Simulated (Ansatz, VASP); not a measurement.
**Ir in VASP and in Ansatz**

```xyz
2
Lattice="-2.0687 2.0687 1.1368 2.0687 -2.0687 1.1368 2.0687 2.0687 -1.1368" Properties=species:S:1:pos:R:3 pbc="T T T"
Ir    0.0000   -1.0344   -0.2842
Ir    0.0000    1.0344    0.2842
```

Change from the starting cell: volume scaled by 0.6, PAW files.

Alike in both runs: task single point; functional PBE; k mesh 18 × 18 × 18; occupations fermi-dirac, width 0.05 eV; no spin polarisation.

|  | VASP | Ansatz |
| --- | --- | --- |
| version | VASP 6.6.1 | Ansatz 0.2.0 |
| potentials or method | VASP PAW PBE potentials, release 64 (Ir) | PAW with Ansatz's default frozen-core files, scalar-relativistic |
| plane-wave cutoff (eV) | 520 | 420 |
| valence electrons in the cell | 18 | 34 |

Ansatz gave:

| Property | Result |
| --- | --- |
| pressure (GPa) | 473.9 |
| traceless stress, the component that is largest in VASP (GPa) | 0.06 |

Q: Estimate VASP's values.

A: Pressure (GPa): 468.7; traceless stress, the component that is largest in VASP (GPa): 8.24.

Both programs put the cell under a high pressure, so it lies far from rest at this level. With one functional, cell and mesh, what is left measures potentials, basis and numerics. VASP's potentials hold 18 valence electrons a cell and Ansatz's 34, so a difference there can come from the potentials and not from the codes.

Spin-orbit coupling is off throughout. Noted on VASP's run: the cell as given lies far from equilibrium.
